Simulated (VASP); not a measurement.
Write the native input for VASP 6.6.1 that does the following.

| Property | Result |
| --- | --- |
| Task | single point |
| Functional | PBE |
| Potentials or basis | VASP PAW PBE potentials, release 64 (Cs_sv, Pb_d, Cl) |
| Cutoff | 520 eV |
| k mesh | 2 × 2 × 2 |
| Occupations | gaussian, width 0.01 eV |
| Spin | no spin polarisation |
| Dipole correction | no |
| Further INCAR settings | ALGO = Normal; EDIFF = 1e-06; NBANDS = 30 |

The structure of CsPbCl3 lies in POSCAR:

```
CsPbCl3
1.0
    4.0141224310      2.3175546661      3.2773182345
   -4.0141224310      2.3175546661      3.2773182345
    0.0000000000     -4.6351093322      3.2773182345
Cs Pb Cl
1 1 3
Direct
    0.5000000000      0.5000000000      0.5000000000
    0.0000000000      0.0000000000      0.0000000000
    0.5000000000      0.0000514515      0.9999485485
    0.0000514515      0.9999485485      0.5000000000
    0.9999485485      0.5000000000      0.0000514515
```

These files were run (other wordings do the same):

INCAR

```
PREC     = Accurate       # precision mode
ENCUT    = 520            # plane-wave cutoff, eV
EDIFF    = 1E-6           # SCF threshold, eV
ISMEAR   = 0              # smearing method
SIGMA    = 0.01           # smearing width, eV
LREAL    = F              # projectors in reciprocal space
LASPH    = T              # aspherical terms in the spheres
NELM     = 80             # most SCF steps
ALGO     = Normal         # electronic algorithm
ISIF     = 2              # what is computed and relaxed
LWAVE    = F              # write WAVECAR
LCHARG   = F              # write CHGCAR
GGA      = PE             # functional
NBANDS   = 30             # bands
```

KPOINTS

```
Automatic mesh
0
Gamma
  2 2 2
```

Potentials or basis: VASP PAW PBE potentials, release 64 (Cs_sv, Pb_d, Cl).

Launch:

```sh
$ cat potpaw_PBE.64/Cs_sv/POTCAR potpaw_PBE.64/Pb_d/POTCAR potpaw_PBE.64/Cl/POTCAR > POTCAR
$ mpirun -np 1 vasp_std > vasp.out
```

Results of the run:

```
Pressure               : 1.8 GPa
Band gap on the k mesh : 2.04 eV
```

Caveat: the k points lie up to 0.55 Å⁻¹ apart; spin-orbit coupling is left out, which moves the levels of the heavy elements.

Wall time 61 s on 1 thread of Intel Xeon 8259CL, on a shared host, peak memory 0.25 GiB.
